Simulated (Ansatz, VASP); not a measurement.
**TaF3 in VASP and in Ansatz**

```
CELL_PARAMETERS angstrom
3.78416 0.00000 0.00000
0.00000 3.78416 0.00000
0.00000 0.00000 3.90120
ATOMIC_POSITIONS crystal
Ta 0.00000 0.00000 0.00000
F 0.50000 0.00000 0.00000
F 0.00000 0.50000 0.00000
F 0.00000 0.00000 0.50000
```

Change from the starting cell: strain -0.030 along x and y, +0.000 along z, atoms carried along.

Alike in both runs: task single point; functional PBE; k mesh 12 × 12 × 12; occupations gaussian, width 0.15 eV; no spin polarisation.

|  | VASP | Ansatz |
| --- | --- | --- |
| version | VASP 6.6.1 | Ansatz 0.2.0 |
| potentials or method | VASP PAW PBE potentials, release 64 (Ta_pv, F), cutoff 520 eV | scalar-relativistic, plane waves, PAW |
| valence electrons in the cell | 32 | 34 |

Ansatz gave:

```
gap on the k mesh at the Fermi level (eV)                     : none
pressure (GPa)                                                : 40.3
traceless stress, the component that is largest in VASP (GPa) : -10.56
```

Problem. Estimate VASP's values.

Solution. gap on the k mesh at the Fermi level (eV): none; pressure (GPa): 41.1; traceless stress, the component that is largest in VASP (GPa): -10.79.

A gap of «none» marks a metal or a gap that the smearing closes. Both programs put the cell under a high pressure, so it lies far from rest at this level. VASP's potentials hold 32 valence electrons a cell and Ansatz's 34, so a difference there can come from the potentials and not from the codes.

Neither program's run includes spin-orbit coupling.
